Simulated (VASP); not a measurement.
# GaSb (F-43m) in VASP: single point with PBE

Aim: the single point of GaSb with PBE.

Everything below comes from runs of VASP 6.6.1. Logs are shortened: lines on timing, memory, paths and dates and some standing lists are left out, and cuts for length are marked.

## Step 1: The cell of the first run

It takes space group F-43m (No. 216, cubic). The conventional cell has a = 6.118 Å, b = 6.118 Å, c = 6.118 Å, α = 90.00°, β = 90.00°, γ = 90.00°. Sb (site symmetry -43m) has 4 Ga at 2.65 Å within 3.5 Å. Ga (site symmetry -43m) has 4 Sb at 2.65 Å within 3.5 Å.

## Step 2: Single point, PBE

Contents of INCAR:

```
PREC     = Accurate       # precision mode
ENCUT    = 520            # plane-wave cutoff, eV
EDIFF    = 1E-6           # SCF threshold, eV
ISMEAR   = -1             # smearing method
SIGMA    = 0.1            # smearing width, eV
LREAL    = False          # projectors in reciprocal space
LASPH    = True           # aspherical terms in the spheres
NELM     = 80             # most SCF steps
ALGO     = Normal         # electronic algorithm
ISIF     = 2              # what is computed and relaxed
LWAVE    = False          # write WAVECAR
LCHARG   = False          # write CHGCAR
GGA      = PE             # functional
NBANDS   = 16             # bands
```

Contents of KPOINTS:

```
regular mesh
0
Gamma
  9 9 9
```

Contents of POSCAR:

```
GaSb
1.0
    0.0000000000      3.0590000000      3.0590000000
    3.0590000000      0.0000000000      3.0590000000
    3.0590000000      3.0590000000      0.0000000000
Sb Ga
1 1
Direct
    0.7500000000      0.7500000000      0.7500000000
    0.0000000000      0.0000000000      0.0000000000
```

Potentials or basis: VASP PAW PBE potentials, release 64 (Sb, Ga_d).

On the command line:

```console
cat potpaw_PBE.64/Sb/POTCAR potpaw_PBE.64/Ga_d/POTCAR > POTCAR
mpirun -np 1 vasp_std > vasp.out
```

OUTCAR:

```text
PREC = Accurate
   ENCUT = 520
   EDIFF = 1E-6
   ISMEAR = -1
   LREAL = False
   LASPH = True
   NELM = 80
   ISIF = 2
   GGA = PE

 ion  position               nearest neighbor table
   1  0.750  0.750  0.750-   2 2.65   2 2.65   2 2.65   2 2.65
   2  0.000  0.000  0.000-   1 2.65   1 2.65   1 2.65   1 2.65

  LATTYP: Found a face centered cubic cell.
 ALAT       =     6.1180000000

  Lattice vectors:

 A1 = (   0.0000000000,   3.0590000000,   3.0590000000)
 A2 = (   3.0590000000,   0.0000000000,   3.0590000000)
 A3 = (   3.0590000000,   3.0590000000,   0.0000000000)

Analysis of symmetry for initial positions (statically):
=====================================================================
 Subroutine PRICEL returns:
 Original cell was already a primitive cell.

 Routine SETGRP: Setting up the symmetry group for a
 face centered cubic supercell.

 Subroutine GETGRP returns: Found 24 space group operations
 (whereof 24 operations were pure point group operations)
 out of a pool of 48 trial point group operations.

The static configuration has the point symmetry T_d .

Analysis of symmetry for dynamics (positions and initial velocities):
=====================================================================
 Subroutine PRICEL returns:
 Original cell was already a primitive cell.

 Routine SETGRP: Setting up the symmetry group for a
 face centered cubic supercell.

 Subroutine GETGRP returns: Found 24 space group operations
 (whereof 24 operations were pure point group operations)
 out of a pool of 48 trial point group operations.

The dynamic configuration has the point symmetry T_d .

 Subroutine INISYM returns: Found 24 space group operations
 (whereof 24 operations are pure point group operations),
 and found     1 'primitive' translations

----------------------------------------------------------------------------------------

                                     Primitive cell

  volume of cell :      57.2491

  direct lattice vectors                    reciprocal lattice vectors
     0.000000000  3.059000000  3.059000000    -0.163452109  0.163452109  0.163452109
     3.059000000  0.000000000  3.059000000     0.163452109 -0.163452109  0.163452109
     3.059000000  3.059000000  0.000000000     0.163452109  0.163452109 -0.163452109

  length of vectors
     4.326079287  4.326079287  4.326079287     0.283107357  0.283107357  0.283107357

  position of ions in fractional coordinates (direct lattice)
[... 77 lines left out ...]
   ENCUT  =  520.0 eV  38.22 Ry    6.18 a.u.   8.04  8.04  8.04*2*pi/ulx,y,z
   NELM   =     80;   NELMIN=  2; NELMDL= -5     # of ELM steps
   EDIFF  = 0.1E-05   stopping-criterion for ELM
   LREAL  =      F    real-space projection
   EDIFFG = 0.1E-04   stopping-criterion for IOM
   NSW    =      0    number of steps for IOM
   IBRION =     -1    ionic relax: 0-MD 1-quasi-New 2-CG
   NFREE  =      0    steps in history (QN), initial steepest desc. (CG)
   ISIF   =      2    stress and relaxation
   ISYM   =      2    0-nonsym 1-usesym 2-fastsym
   POTIM  = 0.5000    time-step for ionic-motion
   TEBEG  =    0.0;   TEEND  =   0.0 temperature during run
   PSTRESS=    0.0 pullay stress
   NELECT =      18.0000    total number of electrons
   NUPDOWN=      -1.0000    fix difference up-down
   EMIN   =  10.00;   EMAX   =-10.00  energy-range for DOS
   EFERMI =   0.00;   METHOD = LEGACY
   ISMEAR =    -1;   SIGMA  =   0.10  broadening in eV -4-tet -1-fermi 0-gaus
   EFERMI_NEDOS =   21; number of points for ismear=-14 and -15
   IALGO  =     38    algorithm
   IMIX   =      4    mixing-type and parameters
     AMIX     =   0.40;   BMIX     =  1.00
     AMIX_MAG =   1.60;   BMIX_MAG =  1.00
  volume/ion in A,a.u.               =      28.62       193.17
  Fermi-wavevector in a.u.,A,eV,Ry     =   1.113208  2.103657 16.860766  1.239231
  Thomas-Fermi vector in A             =   2.249790
   LORBIT       =      0    0 simple, 1 ext, 2 COOP (PROOUT), +10 PAW based schemes
   GGA     = PE    functional components
   LHFCALC =     F    Hartree Fock is set to
   AEXX    =    0.0000 exact exchange contribution
   IVDW    =     0    specifies the selected vdW correction
   LEPSILON=     F    determine dielectric tensor
   LRPA    =     F    only Hartree local field effects (RPA)
 non-spin polarized calculation
  energy-cutoff  :      520.00
  volume of cell :       57.25
 maximum number of plane-waves:      1558
   NGX = 17   NGY = 17   NGZ = 17

 number of electron      17.9999986 magnetization

 Free energy of the ion-electron system (eV)
  ---------------------------------------------------
  ext. energy  EPLUGINS =         0.00000000
  ---------------------------------------------------
  free energy    TOTEN  =        -7.35030745 eV

  energy without entropy =       -7.34810443  energy(sigma->0) =       -7.34920594

 E-fermi :   5.0160     XC(G=0):  -9.0893

 val. band max:        4.9062878967   @ k =   0.0000   0.0000   0.0000
 cond. band min:       5.2949522177   @ k =   0.4444   0.0000   0.0000
 fundamental gap:      0.3886643210
 Fermi energy:         5.0159895756

 k-point     1 :       0.0000    0.0000    0.0000
  band No.  band energies     occupation
      1     -10.1631      2.00000
      2     -10.1631      2.00000
      3     -10.1631      2.00000
      4     -10.1134      2.00000
      5     -10.1134      2.00000
      6      -6.6066      2.00000
[... 433 lines left out ...]
      3     -10.1393      2.00000
      4     -10.1250      2.00000
      5     -10.1094      2.00000
      6      -4.3335      2.00000
[... 8 lines left out ...]
     15      15.9732      0.00000
     16      16.0563      0.00000

 [... further k-points ...]

------------------------ aborting loop because EDIFF is reached ----------------------------------------

  FORCE on cell =-STRESS in cart. coord.  units (eV):
  Direction    XX          YY          ZZ          XY          YZ          ZX
  --------------------------------------------------------------------------------------
  -------------------------------------------------------------------------------------
  Total        0.8634627      0.8634627      0.8634627      0.0000000     -0.0000000      0.0000000
  in kB       24.1649408     24.1649408     24.1649408      0.0000000     -0.0000000      0.0000000
  external PRESSURE =      24.1649408 kB  Pullay stress =       0.0000000 kB

 VOLUME and BASIS-vectors are now :
 -----------------------------------------------------------------------------
  energy-cutoff  :      520.00
  volume of cell :       57.25
      direct lattice vectors                 reciprocal lattice vectors
     0.000000000  3.059000000  3.059000000    -0.163452109  0.163452109  0.163452109
     3.059000000  0.000000000  3.059000000     0.163452109 -0.163452109  0.163452109
     3.059000000  3.059000000  0.000000000     0.163452109  0.163452109 -0.163452109

 POSITION                                       TOTAL-FORCE (eV/Angst)
 -----------------------------------------------------------------------------------
      4.58850      4.58850      4.58850        -0.000000     -0.000000     -0.000000
      0.00000      0.00000      0.00000         0.000000      0.000000      0.000000
 -----------------------------------------------------------------------------------
    total drift:                               -0.000002     -0.000002     -0.000002

  FREE ENERGIE OF THE ION-ELECTRON SYSTEM (eV)
  ---------------------------------------------------
  free  energy   TOTEN  =        -7.3503074497 eV

  energy  without entropy=       -7.3481044314  energy(sigma->0) =       -7.34920594
```

stdout:

```text
POSCAR found type information on POSCAR SbGa
 POSCAR found :  2 types and       2 ions
 scaLAPACK will be used
 LDA part: xc-table for (Slater+PW92), standard interpolation
 POSCAR, INCAR and KPOINTS ok, starting setup
 FFT: planning ... GRIDC
 FFT: planning ... GRID_SOFT
 FFT: planning ... GRID
 WAVECAR not read
 entering main loop
```

Wall time 32 s (1 thread of Intel Xeon 8259CL, shared host); peak memory 0.19 GiB.

What came out:

```yaml
Free_energy: -7.3503 eV
Pressure: 2.4 GPa
```

Caveat: spin-orbit coupling is left out, which moves the levels of the heavy elements.
